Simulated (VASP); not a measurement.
# GeBiH3 (I4/mcm) in VASP: a series of runs

GeBiH3 is run at these levels: PBE; tasks: single point.

Everything below comes from runs of VASP 6.6.1. Logs are shortened: lines on timing, memory, paths and dates and some standing lists are left out, and cuts for length are marked.

## (1) The cell of the first run

It takes space group I4/mcm (No. 140, tetragonal). Conventional cell: a = 5.759 Å, b = 5.759 Å, c = 7.627 Å, α = 90.00°, β = 90.00°, γ = 90.00°. Within 2.5 Å of Ge (site symmetry 4/m) lie 6 H at 1.91 to 2.17 Å. Within 3.0 Å of Bi (site symmetry -42m) lie 8 H at 2.30 to 2.88 Å. H (site symmetry m2m) has 2 Ge at 2.17 Å and 2 Bi at 2.30 Å and 5 H at 2.59 to 2.89 Å within 2.9 Å. Within 2.5 Å of H (site symmetry 422) lie 2 Ge at 1.91 Å.

## (2) Single point, PBE

Input file INCAR:

```
ALGO     = Normal         # electronic algorithm
EDIFF    = 1E-6           # SCF threshold, eV
ENCUT    = 520            # plane-wave cutoff, eV
GGA      = PE             # functional
ISIF     = 2              # what is computed and relaxed
ISMEAR   = 0              # smearing method
LASPH    = T              # aspherical terms in the spheres
LCHARG   = T              # write CHGCAR
LELF     = T              # ELF
LREAL    = F              # projectors in reciprocal space
LVHAR    = T            
LWAVE    = F              # write WAVECAR
NBANDS   = 43             # bands
NELM     = 100            # most SCF steps
PREC     = Accurate       # precision mode
SIGMA    = 0.1            # smearing width, eV
```

Input file KPOINTS:

```
k-points
0
Gamma
  4 4 4
```

Input file POSCAR:

```
GeBiH3
1.0
   -2.8795283691      2.8795283691      3.8135860989
    2.8795283691     -2.8795283691      3.8135860989
    2.8795283691      2.8795283691     -3.8135860989
Ge Bi H
2 2 6
Direct
    0.5000000000      0.5000000000      0.0000000000
    0.0000000000      0.0000000000      0.0000000000
    0.7500000000      0.2500000000      0.5000000000
    0.2500000000      0.7500000000      0.5000000000
    0.3412465344      0.8412465344      0.1824930688
    0.8412465344      0.6587534656      0.5000000000
    0.7500000000      0.7500000000      0.0000000000
    0.6587534656      0.1587534656      0.8175069312
    0.1587534656      0.3412465344      0.5000000000
    0.2500000000      0.2500000000      0.0000000000
```

Potentials or basis: VASP PAW PBE potentials, release 64 (Ge_d, Bi_d, H).

Launch:

```console
$ cat potpaw_PBE.64/Ge_d/POTCAR potpaw_PBE.64/Bi_d/POTCAR potpaw_PBE.64/H/POTCAR > POTCAR
$ mpirun -np 1 vasp_std > vasp.out
```

OUTCAR:

```text
EDIFF = 1E-6
   ENCUT = 520
   GGA = PE
   ISIF = 2
   ISMEAR = 0
   LASPH = T
   LREAL = F
   NELM = 100
   PREC = Accurate

 ion  position               nearest neighbor table
   1  0.500  0.500  0.000-
   2  0.000  0.000  0.000-
   3  0.750  0.250  0.500-   5 2.30   6 2.30   9 2.30   8 2.30   4 3.81   4 3.81
   4  0.250  0.750  0.500-   6 2.30   8 2.30   9 2.30   5 2.30   3 3.81   3 3.81
   5  0.341  0.841  0.182-   3 2.30   4 2.30
   6  0.841  0.659  0.500-   3 2.30   4 2.30
   7  0.750  0.750  0.000-
   8  0.659  0.159  0.818-   4 2.30   3 2.30
   9  0.159  0.341  0.500-   3 2.30   4 2.30
  10  0.250  0.250  0.000-

  LATTYP: Found a body centered tetragonal cell.
 ALAT       =     5.7590567382
 C/A-ratio  =     1.3243787211

  Lattice vectors:

 A1 = (  -2.8795283691,   2.8795283691,   3.8135860989)
 A2 = (   2.8795283691,  -2.8795283691,   3.8135860989)
 A3 = (   2.8795283691,   2.8795283691,  -3.8135860989)

Analysis of symmetry for initial positions (statically):
=====================================================================
 Subroutine PRICEL returns:
 Original cell was already a primitive cell.

 Routine SETGRP: Setting up the symmetry group for a
 body centered tetragonal supercell.

 Subroutine GETGRP returns: Found 16 space group operations
 (whereof  8 operations were pure point group operations)
 out of a pool of 16 trial point group operations.

The static configuration has the point symmetry C_4h.
 The point group associated with its full space group is D_4h.

Analysis of symmetry for dynamics (positions and initial velocities):
=====================================================================
 Subroutine PRICEL returns:
 Original cell was already a primitive cell.

 Routine SETGRP: Setting up the symmetry group for a
 body centered tetragonal supercell.

 Subroutine GETGRP returns: Found 16 space group operations
 (whereof  8 operations were pure point group operations)
 out of a pool of 16 trial point group operations.

The dynamic configuration has the point symmetry C_4h.
 The point group associated with its full space group is D_4h.

 Subroutine INISYM returns: Found 16 space group operations
 (whereof  8 operations are pure point group operations),
 and found     1 'primitive' translations

----------------------------------------------------------------------------------------

[... 103 lines left out ...]
   ISYM   =      2    0-nonsym 1-usesym 2-fastsym
   POTIM  = 0.5000    time-step for ionic-motion
   TEBEG  =    0.0;   TEEND  =   0.0 temperature during run
   PSTRESS=    0.0 pullay stress
   NELECT =      64.0000    total number of electrons
   NUPDOWN=      -1.0000    fix difference up-down
   EMIN   =  10.00;   EMAX   =-10.00  energy-range for DOS
   EFERMI =   0.00;   METHOD = LEGACY
   ISMEAR =     0;   SIGMA  =   0.10  broadening in eV -4-tet -1-fermi 0-gaus
   EFERMI_NEDOS =   21; number of points for ismear=-14 and -15
   IALGO  =     38    algorithm
   IMIX   =      4    mixing-type and parameters
     AMIX     =   0.40;   BMIX     =  1.00
     AMIX_MAG =   1.60;   BMIX_MAG =  1.00
  volume/ion in A,a.u.               =      12.65        85.36
  Fermi-wavevector in a.u.,A,eV,Ry     =   1.304536  2.465216 23.154587  1.701814
  Thomas-Fermi vector in A             =   2.435465
   LORBIT       =      0    0 simple, 1 ext, 2 COOP (PROOUT), +10 PAW based schemes
   GGA     = PE    functional components
   LHFCALC =     F    Hartree Fock is set to
   AEXX    =    0.0000 exact exchange contribution
   IVDW    =     0    specifies the selected vdW correction
   LEPSILON=     F    determine dielectric tensor
   LRPA    =     F    only Hartree local field effects (RPA)
 non-spin polarized calculation
 Gauss-broadening in eV      SIGMA  =   0.10
  energy-cutoff  :      520.00
  volume of cell :      126.48
 maximum number of plane-waves:      3424
 NGX is ok and might be reduce to    42
   NGX = 21   NGY = 21   NGZ = 21

 number of electron      64.0000009 magnetization

 Free energy of the ion-electron system (eV)
  ---------------------------------------------------
  ext. energy  EPLUGINS =         0.00000000
  ---------------------------------------------------
  free energy    TOTEN  =       -30.96264213 eV

  energy without entropy =      -30.94901367  energy(sigma->0) =      -30.95582790

 E-fermi :   6.1234     XC(G=0): -10.3447

 val. band max:        6.0446711189   @ k =  -0.2500   0.5000   0.2500
 cond. band min:       6.1376514727   @ k =  -0.2500  -0.2500   0.2500
 fundamental gap:      0.0929803538
 Fermi energy:         6.1233755409

 k-point     1 :       0.0000    0.0000    0.0000
  band No.  band energies     occupation
      1     -18.8617      2.00000
      2     -18.8538      2.00000
      3     -18.8536      2.00000
      4     -18.8487      2.00000
      5     -18.8216      2.00000
      6     -18.8084      2.00000
[... 587 lines left out ...]
     42      12.2199      0.00000
     43      12.3521      0.00000

------------------------ aborting loop because EDIFF is reached ----------------------------------------

  FORCE on cell =-STRESS in cart. coord.  units (eV):
  Direction    XX          YY          ZZ          XY          YZ          ZX
  --------------------------------------------------------------------------------------
  -------------------------------------------------------------------------------------
  Total       -0.1315165     -0.1315165      0.1003900      0.0000000      0.0000000      0.0000000
  in kB       -1.6659219     -1.6659219      1.2716415      0.0000000      0.0000000      0.0000000
  external PRESSURE =      -0.6867341 kB  Pullay stress =       0.0000000 kB

 VOLUME and BASIS-vectors are now :
 -----------------------------------------------------------------------------
  energy-cutoff  :      520.00
  volume of cell :      126.48
      direct lattice vectors                 reciprocal lattice vectors
    -2.879528369  2.879528369  3.813586099     0.000000000  0.173639546  0.131110191
     2.879528369 -2.879528369  3.813586099     0.173639546  0.000000000  0.131110191
     2.879528369  2.879528369 -3.813586099     0.173639546  0.173639546  0.000000000

 POSITION                                       TOTAL-FORCE (eV/Angst)
 -----------------------------------------------------------------------------------
      0.00000      0.00000      3.81359        -0.000000      0.000000      0.000000
      0.00000      0.00000      0.00000        -0.000000      0.000000      0.000000
      0.00000      2.87953      1.90679        -0.000000      0.000000      0.000000
      2.87953      0.00000      1.90679        -0.000000      0.000000      0.000000
      1.96526     -0.91427      3.81359         0.001975      0.001975      0.000000
      0.91427      1.96526      3.81359        -0.001975      0.001975      0.000000
      0.00000      0.00000      5.72038        -0.000000      0.000000      0.000000
      0.91427      3.79380      0.00000        -0.001975     -0.001975     -0.000000
      1.96526      0.91427      0.00000         0.001975     -0.001975      0.000000
      0.00000      0.00000      1.90679        -0.000000      0.000000      0.000000
 -----------------------------------------------------------------------------------
    total drift:                               -0.000000     -0.000000      0.000000

  FREE ENERGIE OF THE ION-ELECTRON SYSTEM (eV)
  ---------------------------------------------------
  free  energy   TOTEN  =       -30.9626421335 eV

  energy  without entropy=      -30.9490136688  energy(sigma->0) =      -30.95582790
```

Run time: 37 s. Hardware: 1 thread of AMD EPYC 9R45 (Zen 5), shared host; peak memory 0.25 GiB.

Results:

| Property | Result |
| --- | --- |
| Free energy | -30.9626 eV |
| Pressure | -0.1 GPa |
| Band gap on the k mesh | zero (bands 32 and 33 overlap by 2.66 eV) |

Forces on the atoms (eV/Å):
```
Ge   0.000  0.000  0.000
Ge   0.000  0.000  0.000
Bi   0.000  0.000  0.000
Bi   0.000  0.000  0.000
H    0.002  0.002  0.000
H   -0.002  0.002  0.000
H    0.000  0.000  0.000
H   -0.002 -0.002  0.000
H    0.002 -0.002  0.000
H    0.000  0.000  0.000
```

Stress tensor (GPa, compression positive):
```
-0.17  0.00  0.00
 0.00 -0.17  0.00
 0.00  0.00  0.13
```

Caveat: spin-orbit coupling is left out, which moves the levels of the heavy elements.

## (3) Single point, PBE

This run uses another cell than the first one, of 13.59 Å³/atom.

Input file INCAR:

```
SYSTEM = GeBiH3
PREC     = Accurate       ! precision mode
ENCUT    = 520            ! plane-wave cutoff, eV
EDIFF    = 1E-6           ! SCF threshold, eV
ISMEAR   = 0              ! smearing method
SIGMA    = 0.1            ! smearing width, eV
LREAL    = .False.        ! projectors in reciprocal space
LASPH    = .True.         ! aspherical terms in the spheres
NELM     = 60             ! most SCF steps
ALGO     = Normal         ! electronic algorithm
ISIF     = 2              ! what is computed and relaxed
LWAVE    = .False.        ! write WAVECAR
LCHARG   = .False.        ! write CHGCAR
GGA      = PE             ! functional
NBANDS   = 43             ! bands
```

Input file KPOINTS:

```
Automatic mesh
0
Gamma
  4 4 4
  0 0 0
```

Input file POSCAR:

```
GeBiH3
1.0
   -2.8853478600      2.8853478600      4.0804980700
    2.8853478600     -2.8853478600      4.0804980700
    2.8853478600      2.8853478600     -4.0804980700
Ge Bi H
2 2 6
Direct
    0.5000000000      0.5000000000      0.0000000000
    0.0000000000      0.0000000000      0.0000000000
    0.7500000000      0.2500000000      0.5000000000
    0.2500000000      0.7500000000      0.5000000000
    0.2686814400      0.7686814400      0.0373628800
    0.7686814400      0.7313185600      0.5000000000
    0.7500000000      0.7500000000      0.0000000000
    0.7313185600      0.2313185600      0.9626371200
    0.2313185600      0.2686814400      0.5000000000
    0.2500000000      0.2500000000      0.0000000000
```

Potentials or basis: VASP PAW PBE potentials, release 64 (Ge_d, Bi_d, H).

Launch:

```console
$ cat potpaw_PBE.64/Ge_d/POTCAR potpaw_PBE.64/Bi_d/POTCAR potpaw_PBE.64/H/POTCAR > POTCAR
$ mpirun -np 1 vasp_std > vasp.out
```

It took 51 s on 1 thread of AMD EPYC 9R45 (Zen 5), shared host; peak memory 0.31 GiB.

The run converged. Its results:

- Free energy: -30.2862 eV
- Pressure: -5.6 GPa
- Largest force: 0.179 eV/Å
- Band gap on the k mesh: zero (bands 32 and 33 overlap by 2.27 eV)

Forces on the atoms (eV/Å):
```
Ge   0.000  0.000  0.000
Ge   0.000  0.000  0.000
Bi   0.000  0.000  0.000
Bi   0.000  0.000  0.000
H    0.127  0.127  0.000
H   -0.127  0.127  0.000
H    0.000  0.000  0.000
H   -0.127 -0.127  0.000
H    0.127 -0.127  0.000
H    0.000  0.000  0.000
```

Stress tensor (GPa, compression positive):
```
-5.60  0.00  0.00
 0.00 -5.60  0.00
 0.00  0.00 -5.72
```

Levels at points of the mesh, in eV from the Fermi level:
```csv
k point,band 28,band 29,band 30,band 31,band 32,band 33,band 34,band 35,band 36,band 37
"(0.00, 0.00, 0.00)",-3.15,-2.62,-2.43,-2.43,-1.90,-1.73,-1.72,-1.72,3.52,3.73
"(0.50, 0.00, 0.00)",-4.96,-2.74,-2.74,-0.29,-0.29,0.06,0.06,1.67,1.67,3.99
"(0.50, 0.50, 0.00)",-2.39,-1.31,-0.59,0.39,0.40,0.45,0.62,0.78,0.82,0.95
"(0.50, 0.50, 0.50)",-2.38,-1.36,-0.39,0.26,0.26,0.46,0.46,0.90,0.90,0.96
```

Caveat: the cell stands under tension; spin-orbit coupling is left out, which moves the levels of the heavy elements.

The gap in the log of VASP goes by the Fermi energy; the results here count the filled bands.